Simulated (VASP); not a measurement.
# TaAs (Pmm2) in VASP: single point with PBEsol

Aim: the single point of TaAs with PBEsol.

All numbers are computed with VASP 6.6.1; they aren't measurements. Logs are shortened: lines on timing, memory, paths and dates and some standing lists are left out, and cuts for length are marked.

### Step 1. The cell of the first run

The structure is orthorhombic, space group Pmm2 (No. 25). Conventional cell: a = 3.429 Å, b = 3.429 Å, c = 12.582 Å, α = 90.00°, β = 90.00°, γ = 90.00°. Within 3.5 Å of Ta (site symmetry mm2) lie 6 As at 2.59 to 2.60 Å and 8 Ta at 3.37 to 3.43 Å. Within 3.5 Å of Ta (site symmetry mm2) lie 6 As at 2.59 to 3.11 Å and 6 Ta at 3.37 to 3.43 Å. Ta (site symmetry mm2) has 6 As at 2.59 to 2.60 Å and 6 Ta at 3.37 to 3.43 Å within 3.5 Å. Within 3.5 Å of Ta (site symmetry mm2) lie 6 As at 2.59 to 2.60 Å and 8 Ta at 3.37 to 3.43 Å. Within 3.5 Å of As (site symmetry mm2) lie 6 Ta at 2.59 to 2.60 Å and 8 As at 3.37 to 3.43 Å. As (site symmetry mm2) has 6 Ta at 2.59 to 3.11 Å and 6 As at 3.37 to 3.43 Å within 3.5 Å. As (site symmetry mm2) has 6 Ta at 2.59 to 2.60 Å and 6 As at 3.37 to 3.43 Å within 3.5 Å. As (site symmetry mm2) has 6 Ta at 2.59 to 2.60 Å and 8 As at 3.37 to 3.43 Å within 3.5 Å.

### Step 2. Single point, PBEsol (the distance across one plane changed)

File INCAR:

```
SYSTEM = TaAs
PREC = Accurate
ENCUT = 520
EDIFF = 1E-6
ISMEAR = 0
SIGMA = 0.15
LREAL = .FALSE.
LASPH = .TRUE.
NELM = 100
ALGO = Normal
ISIF = 2
LWAVE = .FALSE.
LCHARG = .FALSE.
GGA = PS
NBANDS = 42
```

File KPOINTS:

```
regular mesh
0
G
  14 14 4
  0 0 0
```

File POSCAR:

```
TaAs
1.0
   -3.4287004765      0.0000000000      0.0000000000
    0.0000000000     -3.4287004765      0.0000000000
    0.0000000000      0.0000000000     12.5822644254
Ta As
4 4
Direct
    0.5000000000      0.0000000000      0.4225322805
    0.0000000000      0.5000000000      0.8827938055
    0.5000000000      0.5000000000      0.1924015180
    1.0000000000      1.0000000000      0.6526630430
    0.0000000000      0.5000000000      0.4979902357
    0.5000000000      1.0000000000      0.0377287106
    0.5000000000      0.5000000000      0.7281209982
    1.0000000000      1.0000000000      0.2678594731
```

Potentials or basis: VASP PAW PBE potentials, release 64 (Ta_pv, As).

On the command line:

```
$ cat potpaw_PBE.64/Ta_pv/POTCAR potpaw_PBE.64/As/POTCAR > POTCAR
$ mpirun -np 1 vasp_std > vasp.out
```

OUTCAR:

```text
SYSTEM = TaAs
   PREC = Accurate
   ENCUT = 520
   EDIFF = 1E-6
   ISMEAR = 0
   LREAL = .FALSE.
   LASPH = .TRUE.
   NELM = 100
   ISIF = 2
   GGA = PS

 ion  position               nearest neighbor table
   1  0.500  0.000  0.423-   8 2.59   8 2.59   5 2.60   5 2.60   5 2.60   5 2.60   4 3.37   4 3.37
                             3 3.37   3 3.37
   2  0.000  0.500  0.883-   7 2.59   7 2.59   6 3.11   6 3.11   6 3.11   6 3.11   4 3.37   4 3.37

   3  0.500  0.500  0.192-   6 2.59   6 2.59   8 2.60   8 2.60   8 2.60   8 2.60   1 3.37   1 3.37

   4  0.000  0.000  0.653-   5 2.59   5 2.59   7 2.60   7 2.60   7 2.60   7 2.60   1 3.37   1 3.37
                             2 3.37   2 3.37
   5  0.000  0.500  0.498-   4 2.59   4 2.59   1 2.60   1 2.60   1 2.60   1 2.60
   6  0.500  0.000  0.038-   3 2.59   3 2.59   2 3.11   2 3.11   2 3.11   2 3.11
   7  0.500  0.500  0.728-   2 2.59   2 2.59   4 2.60   4 2.60   4 2.60   4 2.60
   8  0.000  0.000  0.268-   1 2.59   1 2.59   3 2.60   3 2.60   3 2.60   3 2.60

  LATTYP: Found a simple tetragonal cell.
 ALAT       =     3.4287004765
 C/A-ratio  =     3.6696890007

  Lattice vectors:

 A1 = (  -3.4287004765,   0.0000000000,   0.0000000000)
 A2 = (   0.0000000000,  -3.4287004765,   0.0000000000)
 A3 = (   0.0000000000,   0.0000000000,  12.5822644254)

Analysis of symmetry for initial positions (statically):
=====================================================================
 Subroutine PRICEL returns:
 Original cell was already a primitive cell.

 Routine SETGRP: Setting up the symmetry group for a
 simple tetragonal supercell.

 Subroutine GETGRP returns: Found  4 space group operations
 (whereof  4 operations were pure point group operations)
 out of a pool of 16 trial point group operations.

The static configuration has the point symmetry C_2v.

Analysis of symmetry for dynamics (positions and initial velocities):
=====================================================================
 Subroutine PRICEL returns:
 Original cell was already a primitive cell.

 Routine SETGRP: Setting up the symmetry group for a
 simple tetragonal supercell.

 Subroutine GETGRP returns: Found  4 space group operations
 (whereof  4 operations were pure point group operations)
 out of a pool of 16 trial point group operations.

The dynamic configuration has the point symmetry C_2v.

 Subroutine INISYM returns: Found  4 space group operations
 (whereof  4 operations are pure point group operations),
 and found     1 'primitive' translations

----------------------------------------------------------------------------------------

                                     Primitive cell

  volume of cell :     147.9169

  direct lattice vectors                    reciprocal lattice vectors
    -3.428700476  0.000000000  0.000000000    -0.291655689  0.000000000  0.000000000
     0.000000000 -3.428700476  0.000000000     0.000000000 -0.291655689  0.000000000
     0.000000000  0.000000000 12.582264425     0.000000000  0.000000000  0.079476950

  length of vectors
     3.428700476  3.428700476 12.582264425     0.291655689  0.291655689  0.079476950

  position of ions in fractional coordinates (direct lattice)
     0.500000000  0.000000000  0.422532281
     0.000000000  0.500000000  0.882793806
     0.500000000  0.500000000  0.192401518
     0.000000000  0.000000000  0.652663043
     0.000000000  0.500000000  0.497990236
     0.500000000  0.000000000  0.037728711
     0.500000000  0.500000000  0.728120998
     0.000000000  0.000000000  0.267859473

  ion indices of the primitive-cell ions
   primitive index   ion index
                 1           1
                 2           2
                 3           3
                 4           4
                 5           5
                 6           6
                 7           7
                 8           8

----------------------------------------------------------------------------------------

 KPOINTS: regular mesh

Automatic generation of k-mesh.
 Grid dimensions read from file:
 generate k-points for:   14   14    4

 Generating k-lattice:

  Cartesian coordinates                     Fractional coordinates (reciprocal lattice)
    -0.020832549  0.000000000  0.000000000     0.071428571  0.000000000  0.000000000
     0.000000000 -0.020832549  0.000000000     0.000000000  0.071428571  0.000000000
     0.000000000  0.000000000  0.019869237     0.000000000  0.000000000  0.250000000

  Length of vectors
     0.020832549  0.020832549  0.019869237

  Shift w.r.t. Gamma in fractional coordinates (k-lattice)
     0.000000000  0.000000000  0.000000000

 Subroutine IBZKPT returns following result:
 ===========================================

 Found    192 irreducible k-points:

 Following reciprocal coordinates:
            Coordinates               Weight
  0.000000  0.000000  0.000000      1.000000
  0.071429  0.000000  0.000000      2.000000
  0.000000  0.071429  0.000000      2.000000
  0.142857  0.000000  0.000000      2.000000
  0.000000  0.142857  0.000000      2.000000
  0.214286  0.000000  0.000000      2.000000
[... 16 lines left out ...]
  0.357143  0.071429  0.000000      4.000000
 -0.071429  0.357143  0.000000      4.000000
 [... further k-points ...]
   k-points           NKPTS =    192   k-points in BZ     NKDIM =    192   number of bands    NBANDS=     42
   number of dos      NEDOS =    301   number of ions     NIONS =      8
   total plane-waves  NPLWV =  75264
   dimension x,y,z NGX =    28 NGY =   28 NGZ =   96
   dimension x,y,z NGXF=    56 NGYF=   56 NGZF=  192
   ions per type =               4   4
   NGX,Y,Z   is equivalent  to a cutoff of  13.58, 13.58, 12.68 a.u.
   NGXF,Y,Z  is equivalent  to a cutoff of  27.15, 27.15, 25.37 a.u.
 SYSTEM =  TaAs
   PREC   = accura    normal or accurate (medium, high low for compatibility)
   ISTART =      0    job   : 0-new  1-cont  2-samecut
   ICHARG =      2    charge: 1-file 2-atom 10-const
   ISPIN  =      1    spin polarized calculation?
   LNONCOLLINEAR =      F non collinear calculations
   LSORBIT =      F    spin-orbit coupling
   LASPH  =      T    aspherical Exc in radial PAW
   ENCUT  =  520.0 eV  38.22 Ry    6.18 a.u.   6.38  6.38 23.39*2*pi/ulx,y,z
   NELM   =    100;   NELMIN=  2; NELMDL= -5     # of ELM steps
   EDIFF  = 0.1E-05   stopping-criterion for ELM
   LREAL  =      F    real-space projection
   EDIFFG = 0.1E-04   stopping-criterion for IOM
   NSW    =      0    number of steps for IOM
   IBRION =     -1    ionic relax: 0-MD 1-quasi-New 2-CG
   NFREE  =      0    steps in history (QN), initial steepest desc. (CG)
   ISIF   =      2    stress and relaxation
   ISYM   =      2    0-nonsym 1-usesym 2-fastsym
   POTIM  = 0.5000    time-step for ionic-motion
   TEBEG  =    0.0;   TEEND  =   0.0 temperature during run
   PSTRESS=    0.0 pullay stress
   NELECT =      64.0000    total number of electrons
   NUPDOWN=      -1.0000    fix difference up-down
   EMIN   =  10.00;   EMAX   =-10.00  energy-range for DOS
   EFERMI =   0.00;   METHOD = LEGACY
   ISMEAR =     0;   SIGMA  =   0.15  broadening in eV -4-tet -1-fermi 0-gaus
   EFERMI_NEDOS =   21; number of points for ismear=-14 and -15
   IALGO  =     38    algorithm
   IMIX   =      4    mixing-type and parameters
     AMIX     =   0.40;   BMIX     =  1.00
     AMIX_MAG =   1.60;   BMIX_MAG =  1.00
  volume/ion in A,a.u.               =      18.49       124.77
  Fermi-wavevector in a.u.,A,eV,Ry     =   1.238213  2.339884 20.860079  1.533173
  Thomas-Fermi vector in A             =   2.372748
   LORBIT       =      0    0 simple, 1 ext, 2 COOP (PROOUT), +10 PAW based schemes
   GGA     = PS    functional components
   LHFCALC =     F    Hartree Fock is set to
   AEXX    =    0.0000 exact exchange contribution
   IVDW    =     0    specifies the selected vdW correction
   LEPSILON=     F    determine dielectric tensor
   LRPA    =     F    only Hartree local field effects (RPA)
 non-spin polarized calculation
 Gauss-broadening in eV      SIGMA  =   0.15
  energy-cutoff  :      520.00
  volume of cell :      147.92
 maximum number of plane-waves:      4016
 NGX is ok and might be reduce to    28
   NGX = 13   NGY = 13   NGZ = 47

 number of electron      64.0000008 magnetization

 Free energy of the ion-electron system (eV)
  ---------------------------------------------------
  ext. energy  EPLUGINS =         0.00000000
  ---------------------------------------------------
  free energy    TOTEN  =       -72.75481986 eV

  energy without entropy =      -72.71983724  energy(sigma->0) =      -72.73732855

 E-fermi :   6.2361     XC(G=0): -11.6847

 val. band max:        6.2346564603   @ k =  -0.0714   0.2857   0.2500
 cond. band min:       6.2376403000   @ k =   0.4286   0.0000   0.0000
 fundamental gap:      0.0029838397
 Fermi energy:         6.2360567369

 k-point     1 :       0.0000    0.0000    0.0000
  band No.  band energies     occupation
      1     -29.1513      2.00000
      2     -29.0296      2.00000
      3     -28.9206      2.00000
      4     -28.6790      2.00000
      5     -28.6330      2.00000
      6     -28.6243      2.00000
[... 34 lines left out ...]
     41       9.1448      0.00000
     42       9.1733      0.00000

 k-point     2 :       0.0714    0.0000    0.0000
  band No.  band energies     occupation
      1     -29.1503      2.00000
      2     -29.0365      2.00000
      3     -28.9200      2.00000
      4     -28.6782      2.00000
      5     -28.6316      2.00000
      6     -28.6235      2.00000
[... 34 lines left out ...]
     41       9.0896      0.00000
     42       9.2607      0.00000

 k-point     3 :       0.0000    0.0714    0.0000
  band No.  band energies     occupation
      1     -29.1505      2.00000
      2     -29.0291      2.00000
      3     -28.9268      2.00000
      4     -28.6889      2.00000
      5     -28.6331      2.00000
      6     -28.6297      2.00000
[... 897 lines left out ...]
      4     -28.7457      2.00000
      5     -28.6743      2.00000
      6     -28.6702      2.00000
[... 34 lines left out ...]
     41       8.6934      0.00000
     42       9.0466      0.00000

 k-point    24 :      -0.0714    0.3571    0.0000
  band No.  band energies     occupation
      1     -29.1401      2.00000
      2     -29.0282      2.00000
      3     -29.0196      2.00000
      4     -28.8247      2.00000
      5     -28.7608      2.00000
      6     -28.6117      2.00000
[... 34 lines left out ...]
     41       8.7308      0.00000
     42       8.9021      0.00000

 [... further k-points ...]
[... 5 lines left out ...]
  --------------------------------------------------------------------------------------
  -------------------------------------------------------------------------------------
  Total       -1.7500715     -4.8224842     -9.5262027      0.0000000      0.0000000      0.0000000
  in kB      -18.9560777    -52.2352278   -103.1840330      0.0000000      0.0000000      0.0000000
  external PRESSURE =     -58.1251128 kB  Pullay stress =       0.0000000 kB

 VOLUME and BASIS-vectors are now :
 -----------------------------------------------------------------------------
  energy-cutoff  :      520.00
  volume of cell :      147.92
      direct lattice vectors                 reciprocal lattice vectors
    -3.428700476  0.000000000  0.000000000    -0.291655689  0.000000000  0.000000000
     0.000000000 -3.428700476  0.000000000     0.000000000 -0.291655689  0.000000000
     0.000000000  0.000000000 12.582264425     0.000000000  0.000000000  0.079476950

 POSITION                                       TOTAL-FORCE (eV/Angst)
 -----------------------------------------------------------------------------------
     -1.71435      0.00000      5.31641         0.000000      0.000000      0.072118
      0.00000     -1.71435     11.10755         0.000000      0.000000      2.621719
     -1.71435     -1.71435      2.42085         0.000000      0.000000     -0.530934
      0.00000      0.00000      8.21198         0.000000      0.000000      0.097230
      0.00000     -1.71435      6.26584         0.000000      0.000000      0.013054
     -1.71435      0.00000      0.47471         0.000000      0.000000     -2.994476
     -1.71435     -1.71435      9.16141         0.000000      0.000000      0.873404
      0.00000      0.00000      3.37028         0.000000      0.000000     -0.152115
 -----------------------------------------------------------------------------------
    total drift:                               -0.000000     -0.000000      0.000511

  FREE ENERGIE OF THE ION-ELECTRON SYSTEM (eV)
  ---------------------------------------------------
  free  energy   TOTEN  =       -72.7548198609 eV

  energy  without entropy=      -72.7198372356  energy(sigma->0) =      -72.73732855
```

It took 15 min on 1 thread of AMD EPYC 9R45 (Zen 5), shared host; peak memory 0.89 GiB.

What came out:

```yaml
Free_energy: -72.7548 eV
Pressure: -5.8 GPa
Largest_force: 2.994 eV/Å
Band_gap_on_the_k_mesh: zero (bands 32 and 33 overlap by 0.34 eV)
```

Forces on the atoms (eV/Å):
```
Ta   0.000  0.000  0.072
Ta   0.000  0.000  2.622
Ta   0.000  0.000 -0.531
Ta   0.000  0.000  0.097
As   0.000  0.000  0.013
As   0.000  0.000 -2.994
As   0.000  0.000  0.873
As   0.000  0.000 -0.152
```

Stress tensor (GPa, compression positive):
```
 -1.90   0.00   0.00
  0.00  -5.22   0.00
  0.00   0.00 -10.32
```

Caveat: the cell differs from its parent crystal (the distance across one plane changed); the cell stands under tension; the PAW data sets were made with another functional, which shifts forces and pressure a little; spin-orbit coupling is left out, which moves the levels of the heavy elements.
